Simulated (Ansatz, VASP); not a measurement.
## Two plane-wave programs on MgO

File POSCAR:

```
MgO
1.0
    0.0000000000      2.1021674163      2.1021674163
    2.1021674163      0.0000000000      2.1021674163
    2.1021674163      2.1021674163      0.0000000000
Mg O
1 1
Direct
    0.0000000000      0.0000000000      0.0000000000
    0.5000000000      0.5000000000      0.5000000000
```

File INCAR.step1:

```
PREC     = Accurate       # precision mode
ENCUT    = 920            # plane-wave cutoff, eV
ISMEAR   = 0              # smearing method
SIGMA    = 0.01           # smearing width, eV
LREAL    = F              # projectors in reciprocal space
LASPH    = T              # aspherical terms in the spheres
NELM     = 120            # most SCF steps
NBANDS   = 15             # bands
GGA      = PE             # functional
ALGO     = Normal         # electronic algorithm
EDIFF    = 1E-5           # SCF threshold, eV
LWAVE    = T              # write WAVECAR
LCHARG   = F              # write CHGCAR
GGA_COMPAT= F
```

The input INCAR.step2:

```
PREC     = Accurate       # precision mode
ENCUT    = 920            # plane-wave cutoff, eV
EDIFF    = 1E-6           # SCF threshold, eV
ISMEAR   = 0              # smearing method
SIGMA    = 0.01           # smearing width, eV
LREAL    = F              # projectors in reciprocal space
LASPH    = T              # aspherical terms in the spheres
NELM     = 120            # most SCF steps
ALGO     = Normal         # electronic algorithm
ISIF     = 2              # what is computed and relaxed
LWAVE    = F              # write WAVECAR
LCHARG   = F              # write CHGCAR
METAGGA  = R2SCAN         # meta-GGA
LMIXTAU  = T            
NBANDS   = 15             # bands
ISTART   = 1            
GGA_COMPAT= F
```

File KPOINTS:

```
Automatic mesh
0
Gamma
  8 8 8
```

Input for Ansatz:

```yaml
crystal:
  lattice:
    - [0.0, 2.1021674163, 2.1021674163]
    - [2.1021674163, 0.0, 2.1021674163]
    - [2.1021674163, 2.1021674163, 0.0]
  atoms:
    - { symbol: Mg, position: [0.0, 0.0, 0.0] }
    - { symbol: O, position: [0.5, 0.5, 0.5] }
kpoints:
  mp_grid: { grid: [8, 8, 8] }
hamiltonian:
  xc: r2scan
scf:
  occupations: { method: fixed }
  n_extra_bands: 4
output:
  forces: true
  stress: true
  eigenvalues: true
```

Alike in both runs: task single point; functional r2SCAN; k mesh 8 × 8 × 8; no spin polarisation.

```csv
,VASP,Ansatz
version,VASP 6.6.1,Ansatz 0.2.0
potentials or method,"VASP PAW PBE potentials, release 64 (Mg_sv, O)","plane waves, PAW"
plane-wave cutoff (eV),920,500
occupations,"gaussian, width 0.01 eV",fixed
valence electrons in the cell,16,16
```

Ansatz gave:

- gap on the k mesh at the Fermi level (eV): 5.68
- pressure (GPa): 0.0

Q: Which values does VASP return?

A: gap on the k mesh at the Fermi level (eV): 5.70; pressure (GPa): 0.5.

VASP's potentials were made for PBE, not for r2SCAN.
